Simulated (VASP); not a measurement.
# PbS in VASP: further runs, part 2 of 2

VASP 6.6.1.

**3. Single point, PBEsol (atoms moved at random and the cell strained at random)**

INCAR

```
SYSTEM = PbS
PREC = Accurate ; ENCUT = 520
EDIFF = 1E-7 ; ISMEAR = 0
SIGMA = 0.02 ; LREAL = .FALSE.
LASPH = .TRUE. ; NELM = 80
ALGO = Normal ; ISIF = 2
LWAVE = .FALSE. ; LCHARG = .TRUE.
GGA = PS ; LELF = .TRUE.
LVHAR = .TRUE. ; NBANDS = 28
```

KPOINTS

```
regular mesh
0
G
  6 6 2
  0 0 0
```

POSCAR

```
PbS
1.0
    2.9642810356     -2.8563612624      0.0027845306
    3.0109712388      2.9030126265     -0.0224711676
   -2.1749886169     -0.1103431479     21.7381511996
Pb S
2 2
Direct
    0.7280543094      0.7262459469      0.9372686888
    0.2741179367      0.2723765689      0.0628078647
    0.2640791864      0.2140022779      0.9460112064
    0.7743504021      0.7467770410      0.0539126903
```

Potentials or basis: VASP PAW PBE potentials, release 64 (Pb_d, S).

Command:

```bash
> cat potpaw_PBE.64/Pb_d/POTCAR potpaw_PBE.64/S/POTCAR > POTCAR
> mpirun -np 1 vasp_std > vasp.out
```

OUTCAR:

```text
SYSTEM = PbS
   PREC = Accurate
   ENCUT = 520
   EDIFF = 1E-7
   ISMEAR = 0
   LREAL = .FALSE.
   LASPH = .TRUE.
   NELM = 80
   ISIF = 2
   GGA = PS

 ion  position               nearest neighbor table
   1  0.728  0.726  0.937-   4 2.54   3 2.75   3 2.95   3 3.03   3 3.05   2 3.95   2 3.98   2 4.04
                             2 4.05
   2  0.274  0.272  0.063-   3 2.54   4 2.81   4 2.94   4 2.96   4 3.05   1 3.95   1 3.98   1 4.04
                             1 4.05
   3  0.264  0.214  0.946-   2 2.54   1 2.75   1 2.95   1 3.03   1 3.05
   4  0.774  0.747  0.054-   1 2.54   2 2.81   2 2.94   2 2.96   2 3.05

  LATTYP: Found a triclinic cell.
 ALAT       =     4.1165239551
 B/A-ratio  =     1.3991461184
 C/A-ratio  =     5.7813624230
 COS(alpha) =     0.0013842110
 COS(beta)  =     0.2968927162
 COS(gamma) =     0.6880130705

  Lattice vectors:

 A1 = (  -2.9642810356,   2.8563612624,  -0.0027845306)
 A2 = (   0.0466902032,   5.7593738889,  -0.0252556982)
 A3 = (  -9.7755159319,   0.0170404197, -21.6987779256)

Analysis of symmetry for initial positions (statically):
=====================================================================
 Subroutine PRICEL returns:
 Original cell was already a primitive cell.

 Routine SETGRP: Setting up the symmetry group for a
 triclinic supercell.

 Subroutine GETGRP returns: Found  1 space group operations
 (whereof  1 operations were pure point group operations)
 out of a pool of  2 trial point group operations.

The static configuration has the point symmetry C_1 .

Analysis of symmetry for dynamics (positions and initial velocities):
=====================================================================
 Subroutine PRICEL returns:
 Original cell was already a primitive cell.

 Routine SETGRP: Setting up the symmetry group for a
 triclinic supercell.

 Subroutine GETGRP returns: Found  1 space group operations
 (whereof  1 operations were pure point group operations)
 out of a pool of  2 trial point group operations.

The dynamic configuration has the point symmetry C_1 .

 Subroutine INISYM returns: Found  1 space group operations
 (whereof  1 operations are pure point group operations),
 and found     1 'primitive' translations

----------------------------------------------------------------------------------------

                                     Primitive cell

  volume of cell :     373.8913

  direct lattice vectors                    reciprocal lattice vectors
     2.964281036 -2.856361262  0.002784531     0.168775400 -0.174928060  0.015998714
     3.010971239  2.903012626 -0.022471168     0.166068886  0.172360394  0.017490757
    -2.174988617 -0.110343148 21.738151200     0.000150050  0.000200580  0.046018103

  length of vectors
     4.116523955  4.182575171 21.846967036     0.243599919  0.239985222  0.046018785

  position of ions in fractional coordinates (direct lattice)
     0.728054309  0.726245947  0.937268689
     0.274117937  0.272376569  0.062807865
     0.264079186  0.214002278  0.946011206
     0.774350402  0.746777041  0.053912690

  ion indices of the primitive-cell ions
   primitive index   ion index
                 1           1
                 2           2
                 3           3
[... 25 lines left out ...]

 Found     40 irreducible k-points:

 Following reciprocal coordinates:
            Coordinates               Weight
  0.000000  0.000000  0.000000      1.000000
  0.166667  0.000000  0.000000      2.000000
  0.333333  0.000000  0.000000      2.000000
  0.500000  0.000000  0.000000      1.000000
  0.000000  0.166667  0.000000      2.000000
  0.166667  0.166667  0.000000      2.000000
[... 16 lines left out ...]
  0.333333  0.000000  0.500000      2.000000
  0.500000  0.000000  0.500000      1.000000
 [... further k-points ...]
   k-points           NKPTS =     40   k-points in BZ     NKDIM =     40   number of bands    NBANDS=     28
   number of dos      NEDOS =    301   number of ions     NIONS =      4
   total plane-waves  NPLWV = 165888
   dimension x,y,z NGX =    32 NGY =   32 NGZ =  162
   dimension x,y,z NGXF=    64 NGYF=   64 NGZF=  324
   ions per type =               2   2
   NGX,Y,Z   is equivalent  to a cutoff of  12.92, 12.72, 12.33 a.u.
   NGXF,Y,Z  is equivalent  to a cutoff of  25.85, 25.44, 24.65 a.u.
 SYSTEM =  PbS
   PREC   = accura    normal or accurate (medium, high low for compatibility)
   ISTART =      0    job   : 0-new  1-cont  2-samecut
   ICHARG =      2    charge: 1-file 2-atom 10-const
   ISPIN  =      1    spin polarized calculation?
   LNONCOLLINEAR =      F non collinear calculations
   LSORBIT =      F    spin-orbit coupling
   LASPH  =      T    aspherical Exc in radial PAW
   ENCUT  =  520.0 eV  38.22 Ry    6.18 a.u.   7.65  7.78 40.62*2*pi/ulx,y,z
   NELM   =     80;   NELMIN=  2; NELMDL= -5     # of ELM steps
   EDIFF  = 0.1E-06   stopping-criterion for ELM
   LREAL  =      F    real-space projection
   EDIFFG = 0.1E-05   stopping-criterion for IOM
   NSW    =      0    number of steps for IOM
   IBRION =     -1    ionic relax: 0-MD 1-quasi-New 2-CG
   NFREE  =      0    steps in history (QN), initial steepest desc. (CG)
   ISIF   =      2    stress and relaxation
   ISYM   =      2    0-nonsym 1-usesym 2-fastsym
   POTIM  = 0.5000    time-step for ionic-motion
   TEBEG  =    0.0;   TEEND  =   0.0 temperature during run
   PSTRESS=    0.0 pullay stress
   NELECT =      40.0000    total number of electrons
   NUPDOWN=      -1.0000    fix difference up-down
   EMIN   =  10.00;   EMAX   =-10.00  energy-range for DOS
   EFERMI =   0.00;   METHOD = LEGACY
   ISMEAR =     0;   SIGMA  =   0.02  broadening in eV -4-tet -1-fermi 0-gaus
   EFERMI_NEDOS =   21; number of points for ismear=-14 and -15
   IALGO  =     38    algorithm
   IMIX   =      4    mixing-type and parameters
     AMIX     =   0.40;   BMIX     =  1.00
     AMIX_MAG =   1.60;   BMIX_MAG =  1.00
  volume/ion in A,a.u.               =      93.47       630.79
  Fermi-wavevector in a.u.,A,eV,Ry     =   0.777165  1.468628  8.217714  0.603985
  Thomas-Fermi vector in A             =   1.879795
   LORBIT       =      0    0 simple, 1 ext, 2 COOP (PROOUT), +10 PAW based schemes
   GGA     = PS    functional components
   LHFCALC =     F    Hartree Fock is set to
   AEXX    =    0.0000 exact exchange contribution
   IVDW    =     0    specifies the selected vdW correction
   LEPSILON=     F    determine dielectric tensor
   LRPA    =     F    only Hartree local field effects (RPA)
 non-spin polarized calculation
 Gauss-broadening in eV      SIGMA  =   0.02
  energy-cutoff  :      520.00
  volume of cell :      373.89
 maximum number of plane-waves:     10112
 NGX is ok and might be reduce to    32
   NGX = 15   NGY = 15   NGZ = 81

 number of electron      40.0000001 magnetization

 Free energy of the ion-electron system (eV)
  ---------------------------------------------------
  ext. energy  EPLUGINS =         0.00000000
  ---------------------------------------------------
  free energy    TOTEN  =       -18.38617358 eV

  energy without entropy =      -18.38617358  energy(sigma->0) =      -18.38617358

 E-fermi :  -1.8799     XC(G=0):  -3.1476

 val. band max:       -1.9966869016   @ k =   0.0000   0.3333   0.5000
 cond. band min:       0.0157017637   @ k =   0.3333   0.0000   0.0000
 fundamental gap:      2.0123886653
 Fermi energy:        -1.8798996712

 k-point     1 :       0.0000    0.0000    0.0000
  band No.  band energies     occupation
      1     -18.1899      2.00000
      2     -17.9947      2.00000
      3     -17.9918      2.00000
      4     -17.9625      2.00000
      5     -17.9534      2.00000
      6     -17.9347      2.00000
[... 733 lines left out ...]
     27       4.3027      0.00000
     28       4.3354      0.00000

 [... further k-points ...]

------------------------ aborting loop because EDIFF is reached ----------------------------------------

  FORCE on cell =-STRESS in cart. coord.  units (eV):
  Direction    XX          YY          ZZ          XY          YZ          ZX
  --------------------------------------------------------------------------------------
  -------------------------------------------------------------------------------------
  Total       -0.4390262      3.0188915      4.0800991     -0.1512370     -0.0618346      0.2337526
  in kB       -1.8812900     12.9363800     17.4838060     -0.6480723     -0.2649699      1.0016631
  external PRESSURE =       9.5129653 kB  Pullay stress =       0.0000000 kB

 VOLUME and BASIS-vectors are now :
 -----------------------------------------------------------------------------
  energy-cutoff  :      520.00
  volume of cell :      373.89
      direct lattice vectors                 reciprocal lattice vectors
     2.964281036 -2.856361262  0.002784531     0.168775400 -0.174928060  0.015998714
     3.010971239  2.903012626 -0.022471168     0.166068886  0.172360394  0.017490757
    -2.174988617 -0.110343148 21.738151200     0.000150050  0.000200580  0.046018103

 POSITION                                       TOTAL-FORCE (eV/Angst)
 -----------------------------------------------------------------------------------
      2.30631     -0.07471     20.36020         0.046558     -0.231678     -0.878611
      1.49607      0.00080      1.35997        -0.033573     -0.048292      0.829022
     -0.63040     -0.23744     20.56046        -0.151846      0.267138     -0.741286
      4.42666     -0.04987      1.15734         0.138860      0.012832      0.790876
 -----------------------------------------------------------------------------------
    total drift:                                0.000132      0.000173      0.000096

  FREE ENERGIE OF THE ION-ELECTRON SYSTEM (eV)
  ---------------------------------------------------
  free  energy   TOTEN  =       -18.3861735761 eV

  energy  without entropy=      -18.3861735761  energy(sigma->0) =      -18.38617358
```

OSZICAR:

```text
N       E                     dE             d eps       ncg     rms          rms(c)
DAV:   1     0.384151593646E+03    0.38415E+03   -0.16106E+04  2320   0.113E+03
DAV:   2     0.283899332863E+02   -0.35576E+03   -0.34769E+03  2696   0.313E+02
DAV:   3    -0.176410619961E+02   -0.46031E+02   -0.45464E+02  3076   0.138E+02
[... 18 lines left out ...]
DAV:  22    -0.183861715570E+02   -0.13224E-05   -0.27731E-08  2052   0.644E-04    0.121E-04
DAV:  23    -0.183861725878E+02   -0.10308E-05   -0.12859E-08  2040   0.446E-04    0.116E-04
DAV:  24    -0.183861732546E+02   -0.66672E-06   -0.47572E-09  2004   0.382E-04    0.113E-04
DAV:  25    -0.183861735464E+02   -0.29181E-06   -0.21158E-09  1912   0.284E-04    0.352E-05
DAV:  26    -0.183861735761E+02   -0.29680E-07   -0.24768E-10  2108   0.162E-04
   1 F= -.18386174E+02 E0= -.18386174E+02  d E =-.973262E-18
```

stdout:

```text
POSCAR found type information on POSCAR PbS
 POSCAR found :  2 types and       4 ions
 scaLAPACK will be used
 -----------------------------------------------------------------------------
|                                                                             |
|                                                                             |
|     You enforced a specific xc type in the INCAR file but a different       |
|     I HOPE YOU KNOW WHAT YOU ARE DOING!                                     |
|                                                                             |
 -----------------------------------------------------------------------------

 LDA part: xc-table for (Slater+PW92), standard interpolation
 POSCAR, INCAR and KPOINTS ok, starting setup
 FFT: planning ... GRIDC
 FFT: planning ... GRID_SOFT
 FFT: planning ... GRID
 WAVECAR not read
 entering main loop
```

Wall time 15 min (1 thread of Oxide Virtual Turin-like, shared host); peak memory 0.58 GiB.

Results:

| Property | Result |
| --- | --- |
| Free energy | -18.3862 eV |
| Largest force | 0.910 eV/Å |
| Band gap on the k mesh | 2.01 eV (least direct gap 2.07 eV) |

Forces in eV/Å, atoms in the order of the input:
```
Pb   0.047 -0.232 -0.879
Pb  -0.034 -0.048  0.829
S   -0.152  0.267 -0.741
S    0.139  0.013  0.791
```

Caveat: the cell differs from its parent crystal (atoms moved at random and the cell strained at random); there is no dipole correction, which matters where the two faces differ; the PAW data sets were made with another functional, which shifts forces and pressure a little; spin-orbit coupling is left out, which moves the levels of the heavy elements.
